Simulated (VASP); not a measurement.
Wanted: the native input for a VASP 6.6.1 run.

```
Task                   : single point
Functional             : LDA
Potentials or basis    : VASP PAW LDA potentials, release 64 (Sn_d, O)
Cutoff                 : 520 eV
k mesh                 : 8 × 6 × 6
Occupations            : gaussian, width 0.05 eV
Spin                   : no spin polarisation
Dipole correction      : no
Further INCAR settings : ALGO = Normal; EDIFF = 1e-06; NBANDS = 28
```

The structure of SnO lies in POSCAR:

```
SnO
1.0
    3.3550050000      0.0000000000      0.0000000000
    0.0000000000      5.6741040000      0.0000000000
    0.0000000000      0.0000000000      4.2219700000
Sn O
2 2
Direct
   -0.0948427950      0.1758300047      0.6197293144
    0.5000000000      0.7680910000      0.0131440000
    0.0000000000      0.8912500000      0.7368570000
    0.5000000000      0.1087500000      0.2368570000
```

This cell differs from its parent crystal: atom 1 (Sn) moved by (-0.450, +0.450) A along [1 1 0] and z.

The input as run:

INCAR

```
SYSTEM = SnO
ALGO = Normal ; EDIFF = 1E-6
ENCUT = 520 ; GGA = CA
ISIF = 2 ; ISMEAR = 0
LASPH = .True. ; LCHARG = .False.
LREAL = .False. ; LWAVE = .False.
NBANDS = 28 ; NELM = 60
PREC = Accurate ; SIGMA = 0.05
```

KPOINTS

```
k-points
0
Gamma
  8 6 6
  0 0 0
```

Potentials or basis: VASP PAW LDA potentials, release 64 (Sn_d, O).

Command:

```console
$ cat potpaw_LDA.64/Sn_d/POTCAR potpaw_LDA.64/O/POTCAR > POTCAR
$ mpirun -np 1 vasp_std > vasp.out
```

Results of the run:

```yaml
Pressure: 9.4 GPa
Largest_force: 11.384 eV/Å
Band_gap_on_the_k_mesh: 1.33 eV (least direct gap 1.46 eV)
```

Caveat: the cell differs from its parent crystal (atom 1 (Sn) moved by (-0.450, +0.450) A along [1 1 0] and z); the cell stands under pressure; spin-orbit coupling is left out, which moves the levels of the heavy elements; forces of over 1 eV/Å act on the atoms, so gaps and moduli don't describe the material at rest.

It took 2.4 min on 1 thread of AMD EPYC 9R45 96-Core Processor (Zen 5), on a shared host, peak memory 0.33 GiB.
